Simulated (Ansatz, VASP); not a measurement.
# One calculation of ZnCd5Te6, two programs

```
Zn Cd Te
1.0
     4.63357   -0.00111   -0.00119
    -0.00111    4.63530    0.00166
    -0.00515    0.00683   19.60207
Zn Cd Te
1 5 6
Direct
  0.49824 0.50123 0.00001
  0.00100 0.00258 0.84147
  0.99588 0.00142 0.15864
  0.50061 0.49930 0.32923
  0.00101 0.00027 0.49995
  0.50299 0.49591 0.67069
  0.49678 0.00058 0.07290
  0.00029 0.50071 0.24398
  0.50063 0.99918 0.41469
  0.00258 0.49977 0.58539
  0.50126 0.99701 0.75606
  0.99872 0.50203 0.92700
```

Change from the starting cell: cell x1, atoms moved at random (sigma 0.15 Å) and cell strained at random (1.5 %), then relaxed without symmetry.

Alike in both runs: functional PBE; k mesh 4 × 4 × 1; occupations gaussian, width 0.1 eV; no spin polarisation.

Ansatz relaxed the structure, and its values are those at the end. VASP's run is a single point on that final structure, the one shown.

```csv
,VASP,Ansatz
version,VASP 6.6.1,Ansatz 0.2.0
potentials or method,"VASP PAW PBE potentials, release 64 (Zn, Cd, Te), cutoff 520 eV","scalar-relativistic, plane waves, PAW"
valence electrons in the cell,108,208
```

Ansatz gave:

| Quantity | Value |
| --- | --- |
| gap on the k mesh at the Fermi level (eV) | 0.61 |
| least direct gap on the mesh (eV) | 0.61 |
| pressure (GPa) | 0.0 |
| rms of the force components (eV/Å) | 0.008 |

Task: Which values does VASP return?

Result: gap on the k mesh at the Fermi level (eV): 0.61; least direct gap on the mesh (eV): 0.61; pressure (GPa): 0.1; rms of the force components (eV/Å): 0.008.

With one functional, cell and mesh, what is left measures potentials, basis and numerics. VASP's potentials hold 108 valence electrons a cell and Ansatz's 208, so a difference there can come from the potentials and not from the codes.

Neither program's run includes spin-orbit coupling.
